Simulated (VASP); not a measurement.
Set up this calculation in VASP 6.6.1, as the native input.

```
Task                   : single point
Functional             : PBE
Potentials or basis    : VASP PAW PBE potentials, release 64 (Co, Pt, O)
Cutoff                 : 520 eV
k mesh                 : 18 × 18 × 18
Occupations            : gaussian, width 0.1 eV
Spin                   : no spin polarisation
Dipole correction      : no
Further INCAR settings : ALGO = Normal; EDIFF = 1e-06; NBANDS = 24
```

The structure of CoPtO2 lies in POSCAR:

```
CoPtO2
1.0
    1.4273949777      0.8241068746      5.9610846707
   -1.4273949777      0.8241068746      5.9610846707
    0.0000000000     -1.6482137492      5.9610846707
Co Pt O
1 1 2
Direct
    0.5000000000      0.5000000000      0.5000000000
    0.0000000000      0.0000000000      0.0000000000
    0.8876528273      0.8876528273      0.8876528273
    0.1123471727      0.1123471727      0.1123471727
```

These files were run (other wordings do the same):

INCAR

```
SYSTEM = CoPtO2
  PREC = Accurate
  ENCUT = 520
  EDIFF = 1E-6
  ISMEAR = 0
  SIGMA = 0.1
  LREAL = .False.
  LASPH = .True.
  NELM = 100
  ALGO = Normal
  ISIF = 2
  LWAVE = .False.
  LCHARG = .False.
  GGA = PE
  NBANDS = 24
```

KPOINTS

```
regular mesh
0
Gamma
  18 18 18
  0 0 0
```

Potentials or basis: VASP PAW PBE potentials, release 64 (Co, Pt, O).

Run with:

```bash
$ cat potpaw_PBE.64/Co/POTCAR potpaw_PBE.64/Pt/POTCAR potpaw_PBE.64/O/POTCAR > POTCAR
$ mpirun -np 1 vasp_std > vasp.out
```

Results of the run:

```
Pressure      : 0.1 GPa
Largest force : 0.019 eV/Å
```

Caveat: an odd number of electrons without spin polarisation forces a metal; a magnetic or distorted state may lie lower; the run has no spin polarisation, though such a crystal can be magnetic.

Wall time 21 min on 1 thread of Intel(R) Xeon(R) 6975P-C (Granite Rapids) (shared host), peak memory 0.81 GiB.
